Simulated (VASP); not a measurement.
Input of a VASP 6.6.1 run:

INCAR

```
PREC = Accurate
ENCUT = 520
EDIFF = 1E-6
ISMEAR = -1
SIGMA = 0.1
LREAL = F
LASPH = T
NELM = 60
ALGO = Normal
ISIF = 2
LWAVE = F
LCHARG = T
GGA = CA
LELF = T
LVHAR = T
NBANDS = 19
```

Contents of KPOINTS:

```
regular mesh
0
Gamma
  17 17 15
```

Contents of POSCAR:

```
Cr
1.0
   -2.8892031262      2.8897807285      1.2104659080
    2.8897807285     -2.8892031262      1.2104659080
    1.7658768475      1.7658768475     -1.2094080284
Cr
2
Direct
    0.0000206302      0.9999793698      1.0000000000
    0.7499793698      0.2500206302      0.5000000000
```

Potentials or basis: VASP PAW LDA potentials, release 64 (Cr_pv).

The run is started by

```sh
$ cat potpaw_LDA.64/Cr_pv/POTCAR > POTCAR
$ mpirun -np 1 vasp_std > vasp.out
```

Q: What does it give for the band gap on the k mesh?

A: Zero (bands 12 and 13 overlap by 0.81 eV).

Q: What does it give for the pressure?

A: -25.4 GPa.

Stress tensor (GPa, compression positive):
```
-25.56   0.52  -0.03
  0.52 -25.56  -0.03
 -0.03  -0.03 -25.11
```

Caveat: the cell stands under tension; the run has no spin polarisation, though such a crystal can be magnetic. Spin polarisation is off, so any magnetic state and its effect on volume and gap are missing.
